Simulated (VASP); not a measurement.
Set up this calculation in VASP 6.6.1, as the native input.

```
Task                   : single point
Functional             : PBE
Potentials or basis    : VASP PAW PBE potentials, release 64 (Hg, Te)
Cutoff                 : 520 eV
k mesh                 : 14 × 14 × 14
Occupations            : gaussian, width 0.1 eV
Spin                   : no spin polarisation
Dipole correction      : no
Further INCAR settings : ALGO = Normal; EDIFF = 1e-07; NBANDS = 16
```

The structure of HgTe lies in POSCAR:

```
HgTe
1.0
    0.0000000000      3.3261955631      3.3261955631
    3.3261955631      0.0000000000      3.3261955631
    3.3261955631      3.3261955631      0.0000000000
Hg Te
1 1
Direct
    0.0000000000      0.0000000000      0.0000000000
    0.2500000000      0.2500000000      0.2500000000
```

These files were run (other wordings do the same):

INCAR

```
PREC = Accurate
ENCUT = 520
EDIFF = 1E-7
ISMEAR = 0
SIGMA = 0.1
LREAL = F
LASPH = T
NELM = 100
ALGO = Normal
ISIF = 2
LWAVE = F
LCHARG = T
GGA = PE
LELF = T
LVHAR = T
NBANDS = 16
```

KPOINTS

```
Automatic mesh
0
Gamma
  14 14 14
```

Potentials or basis: VASP PAW PBE potentials, release 64 (Hg, Te).

Launch:

```sh
$ cat potpaw_PBE.64/Hg/POTCAR potpaw_PBE.64/Te/POTCAR > POTCAR
$ mpirun -np 1 vasp_std > vasp.out
```

Results of the run:

- Pressure: 0.0 GPa
- Band gap on the k mesh: zero (filled and empty bands touch)

Caveat: semilocal functionals underestimate gaps, so a narrow gap can read as zero; spin-orbit coupling is left out, which moves the levels of the heavy elements.

It took 48 s on 1 thread of Intel(R) Xeon(R) 6975P-C (Granite Rapids), on a shared host, peak memory 0.28 GiB.
